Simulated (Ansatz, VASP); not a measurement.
One calculation of Pb, two programs

INCAR

```
SYSTEM = Pb
  PREC = Accurate
  ENCUT = 520
  EDIFF = 1E-8
  ISMEAR = -1
  SIGMA = 0.05
  LREAL = .False.
  LASPH = .True.
  NELM = 100
  ALGO = Normal
  ISIF = 2
  LWAVE = .False.
  LCHARG = .False.
  GGA = PE
  LEFG = .True.
  NBANDS = 21
```

File KPOINTS:

```
regular mesh
0
Gamma
  8 8 8
  0 0 0
```

File POSCAR:

```
Pb
1.0
    0.1031700017      3.4905850563      3.4905850563
    3.4905850563      0.1031700017      3.4905850563
    3.4905850563      3.4905850563      0.1031700017
Pb
2
Direct
    0.0000000000      0.0000000000      0.0000000000
    0.2500000000      0.2500000000      0.2500000000
```

Input for Ansatz:

```yaml
crystal:
  lattice:
    - [0.1031700017, 3.4905850563, 3.4905850563]
    - [3.4905850563, 0.1031700017, 3.4905850563]
    - [3.4905850563, 3.4905850563, 0.1031700017]
  atoms:
    - { symbol: Pb, position: [0.0, 0.0, 0.0] }
    - { symbol: Pb, position: [0.25, 0.25, 0.25] }
kpoints:
  mp_grid: { grid: [8, 8, 8] }
scf:
  occupations: { method: fermi_dirac, width: 0.05 }
hamiltonian:
  xc: pbe
  pseudopotentials: { kind: all_electron, datasets: crystal }
output:
  forces: true
  stress: true
  eigenvalues: true
  efg: { contact_densities: true }
```

Change from the starting cell: equal xy, yz and zx shear strains of +3 %, crystal datasets.

Alike in both runs: task electric field gradients; functional PBE; k mesh 8 × 8 × 8; occupations fermi-dirac, width 0.05 eV; no spin polarisation.

|  | VASP | Ansatz |
| --- | --- | --- |
| version | VASP 6.6.1 | Ansatz 0.2.0 |
| potentials or method | VASP PAW PBE potentials, release 64 (Pb_d), cutoff 520 eV | all-electron PAW with datasets made for the crystal, scalar-relativistic |

Ansatz gave:

* pressure (GPa): 2.5
* traceless stress, the component that is largest in VASP (GPa): -1.02
* rms of the force components (eV/Å): 0.203
* size of Vzz on the site where it differs most (V/Å²): 76.1

Which values does VASP return?

Pressure (GPa): 2.4; traceless stress, the component that is largest in VASP (GPa): -1.02; rms of the force components (eV/Å): 0.202; size of Vzz on the site where it differs most (V/Å²): 77.0.

Atom by atom the forces differ by 0.000 eV/Å (rms over components). Ansatz ran all-electron here, and VASP with PAW potentials.

Spin-orbit coupling is off throughout.
